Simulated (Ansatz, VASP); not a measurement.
Nb2B3C: VASP beside Ansatz

```
CELL_PARAMETERS angstrom
3.17072 0.00000 0.00000
0.00000 3.17072 0.00000
0.00000 0.00000 6.07281
ATOMIC_POSITIONS crystal
Nb 0.50000 0.00000 0.70277
Nb 0.00000 0.50000 0.29723
B 0.50000 0.00000 0.32022
B 0.00000 0.50000 0.67978
B 0.00000 0.00000 0.00000
C 0.50000 0.50000 0.00000
```

Change from the starting cell: species swapped into the Hf2GaSb3 type (P-4m2, No. 115).

Alike in both runs: functional PBE; k mesh 12 × 12 × 6; occupations gaussian, width 0.1 eV; no spin polarisation.

Ansatz relaxed the structure, and its values are those at the end. VASP's run is a single point on that final structure, the one shown.

|  | VASP | Ansatz |
| --- | --- | --- |
| version | VASP 6.6.1 | Ansatz 0.2.0 |
| potentials or method | VASP PAW PBE potentials, release 64 (Nb_sv, B, C), cutoff 520 eV | scalar-relativistic, plane waves, PAW |
| valence electrons in the cell | 39 | 39 |

```tsv
	VASP	Ansatz	Ansatz less VASP
gap on the k mesh at the Fermi level (eV)	none	none	-
pressure (GPa)	-0.3	0.0	+0.33
```

A gap of «none» marks a metal or a gap that the smearing closes. With one functional, cell and mesh, what is left measures potentials, basis and numerics.
